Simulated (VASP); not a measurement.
Al2Cu: single point with PBEsol

Crystal: Al2Cu.

```
CELL_PARAMETERS angstrom
-2.02463 2.02463 2.86301
2.02463 -2.02463 2.86301
2.02463 2.02463 -2.86301
ATOMIC_POSITIONS crystal
Al 0.75000 0.28087 0.53087
Al 0.25000 0.71913 0.46913
Cu 0.50000 0.50000 0.00000
```

This cell differs from its parent crystal: atoms displaced along a vibrational mode.

```
Program             : VASP 6.6.1
Task                : single point
Functional          : PBEsol
Potentials or basis : VASP PAW PBE potentials, release 64 (Al, Cu)
Cutoff              : 520 eV
k mesh              : 16 × 16 × 16
Occupations         : gaussian, width 0.15 eV
Spin                : no spin polarisation
```

```yaml
Pressure: 1.6 GPa
Largest_force: 1.067 eV/Å
Band_gap_on_the_k_mesh: zero (an odd number of electrons rules out a gap without spin polarisation)
```

Forces in eV/Å, atoms in the order of the input:
```
Al  -1.059  0.000  0.136
Al   1.059  0.000 -0.136
Cu   0.000  0.000  0.000
```

Stress tensor (GPa, compression positive):
```
 2.35  0.00 -4.40
 0.00  1.90  0.00
-4.40  0.00  0.68
```

Levels at points of the mesh, in eV from the Fermi level:
```tsv
k point	band 5	band 6	band 7	band 8	band 9	band 10	band 11	band 12	band 13	band 14
(0.00, 0.00, 0.00)	-4.06	-4.03	2.50	2.86	2.91	2.98	3.04	3.18	4.33	6.80
(0.50, 0.00, 0.00)	-4.09	-3.99	-3.91	0.22	1.11	2.59	3.41	3.81	4.32	9.53
(0.00, 0.50, 0.00)	-4.00	-3.92	-3.83	0.51	1.01	2.52	3.01	3.94	4.19	9.50
(0.50, 0.00, 0.50)	-4.23	-4.06	-4.01	0.21	0.75	2.93	3.39	3.81	4.58	9.90
(0.50, 0.50, 0.00)	-4.08	-3.89	-3.74	-2.02	-1.93	0.40	1.49	9.11	10.78	10.83
(0.50, 0.50, 0.50)	-4.15	-3.87	-3.72	-2.03	-1.89	0.40	1.45	9.08	10.72	10.93
```

Run time: 10 min on 1 thread of AMD EPYC 9R45 96-Core Processor (Zen 5), with other jobs on the host, peak memory 0.81 GiB.

Caveat: the cell differs from its parent crystal (atoms displaced along a vibrational mode); the PAW data sets were made with another functional, which shifts forces and pressure a little.
